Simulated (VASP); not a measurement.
Here is a VASP 6.6.1 calculation.

Contents of INCAR:

```
SYSTEM = TeAu
PREC = Accurate ; ENCUT = 520
EDIFF = 1E-7 ; ISMEAR = 0
SIGMA = 0.1 ; LREAL = .FALSE.
LASPH = .TRUE. ; NELM = 100
ALGO = Normal ; ISIF = 2
LWAVE = .FALSE. ; LCHARG = .FALSE.
GGA = PE ; NBANDS = 25
```

File KPOINTS:

```
regular mesh
0
G
  6 6 6
  0 0 0
```

File POSCAR:

```
TeAu
1.0
    0.0000000000      3.1827539200      3.1827539200
    3.1827539200      0.0000000000      3.1827539200
    3.1827539200      3.1827539200      0.0000000000
Te Au
2 2
Direct
    0.7500000000      0.7500000000      0.7500000000
    0.5000000000      0.5000000000      0.5000000000
    0.2500000000      0.2500000000      0.2500000000
    0.0000000000      0.0000000000      0.0000000000
```

Potentials or basis: VASP PAW PBE potentials, release 64 (Te, Au).

Command:

```console
$ cat potpaw_PBE.64/Te/POTCAR potpaw_PBE.64/Au/POTCAR > POTCAR
$ mpirun -np 1 vasp_std > vasp.out
```

(1) Estimate the band gap on the k mesh.

(2) Estimate the pressure.

Results:

(1) zero (band 17 reaches 17.64 eV, above the bottom of band 18 at 13.62 eV).

(2) 72.4 GPa.

Caveat: spin-orbit coupling is left out, which moves the levels of the heavy elements.
